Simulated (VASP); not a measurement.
A run of VASP 6.6.1 is set up as follows.

Contents of INCAR:

```
PREC = Accurate
ENCUT = 520
EDIFF = 1E-6
ISMEAR = 0
SIGMA = 0.1
LREAL = F
LASPH = T
NELM = 60
ALGO = Normal
ISIF = 2
LWAVE = F
LCHARG = F
GGA = PE
NBANDS = 50
```

Contents of KPOINTS:

```
regular mesh
0
Gamma
  6 6 14
```

The input POSCAR:

```
Zn3C
1.0
    7.2096252669      0.0000000000      0.0000000000
   -3.6048126335      6.2437186329      0.0000000000
    0.0000000000      0.0000000000      2.5792931891
Zn C
6 2
Direct
    0.3873588481      0.1936794240      0.7500000000
    0.8063205760      0.1936794240      0.7500000000
    0.8063205760      0.6126411519      0.7500000000
    0.6126411519      0.8063205760      0.2500000000
    0.1936794240      0.8063205760      0.2500000000
    0.1936794240      0.3873588481      0.2500000000
    0.6666666667      0.3333333333      0.2500000000
    0.3333333333      0.6666666667      0.7500000000
```

Potentials or basis: VASP PAW PBE potentials, release 64 (Zn, C).

Launch:

```sh
$ cat potpaw_PBE.64/Zn/POTCAR potpaw_PBE.64/C/POTCAR > POTCAR
$ mpirun -np 1 vasp_std > vasp.out
```

Predict the largest force.

0.029 eV/Å.

Estimate the pressure.

0.5 GPa.

Estimate the band gap on the k mesh.

zero (bands 40 and 41 overlap by 2.77 eV).

Stress tensor (GPa, compression positive):
```
0.41 0.00 0.00
0.00 0.41 0.00
0.00 0.00 0.63
```
